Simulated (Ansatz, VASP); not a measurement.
# Two plane-wave programs on TiAl

```
Ti Al
1.0
     3.15638    0.00000    0.00000
     0.00000    3.27221    0.00000
     0.00000    0.00000    3.15638
Ti Al
1 1
Direct
  0.00000 0.00000 0.00000
  0.50000 0.50000 0.50000
```

Change from the starting cell: normal strain along x +0.0000, normal strain along y +0.0367.

Alike in both runs: task single point; functional PBEsol; k mesh 14 × 14 × 14; occupations gaussian, width 0.15 eV; no spin polarisation.

|  | VASP | Ansatz |
| --- | --- | --- |
| version | VASP 6.6.1 | Ansatz 0.2.0 |
| potentials or method | VASP PAW PBE potentials, release 64 (Ti_sv, Al), cutoff 520 eV | scalar-relativistic, plane waves, PAW |
| valence electrons in the cell | 15 | 15 |

Ansatz gave:

```
gap on the k mesh at the Fermi level (eV)                     : none
pressure (GPa)                                                : -3.9
traceless stress, the component that is largest in VASP (GPa) : 1.77
```

**Question.** Which values does VASP return?

**Answer.** gap on the k mesh at the Fermi level (eV): none; pressure (GPa): -4.0; traceless stress, the component that is largest in VASP (GPa): 1.77.

VASP's potentials were made for PBE, not for PBEsol. A gap of «none» marks a metal or a gap that the smearing closes. The functional is the same, so the differences come from potentials, cutoffs and numerics.
